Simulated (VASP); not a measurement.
Runs of VASP 6.6.1 on LiF. The structure is that of space group Fm-3m (No. 225), or close to it. The cells are those of the table. 

| task | cell | k mesh for the DOS | occupations for the DOS | gap on the mesh (eV) |
| --- | --- | --- | --- | --- |
| single point | a = 2.877 Å, angles 60.0°, 2 atoms | - | - | 8.83 |
| single point | a = 2.969 Å, angles 60.0°, 2 atoms | - | - | 8.06 |
| single point | a = 2.757 Å, angles 60.0°, 2 atoms | - | - | 10.02 |
| single point | a = 2.933 Å, angles 60.0°, 2 atoms | - | - | 8.35 |
| single point | a = 2.905 Å, angles 60.0°, 2 atoms | - | - | 8.58 |
| single point | a = 2.787 Å, angles 60.0°, 2 atoms | - | - | (a) |
| single point | a = 2.847 Å, angles 60.0°, 2 atoms | - | - | (b) |

Alike in all rows: level PBE; potentials or basis VASP PAW PBE potentials, release 64 (Li_sv, F); no spin polarisation; k mesh 10 × 10 × 10; cutoff (eV) 520; smearing gaussian 0.02 eV.

Fill in the values left out.

(a) 9.69; (b) 9.09.

A k mesh can miss the band edges.
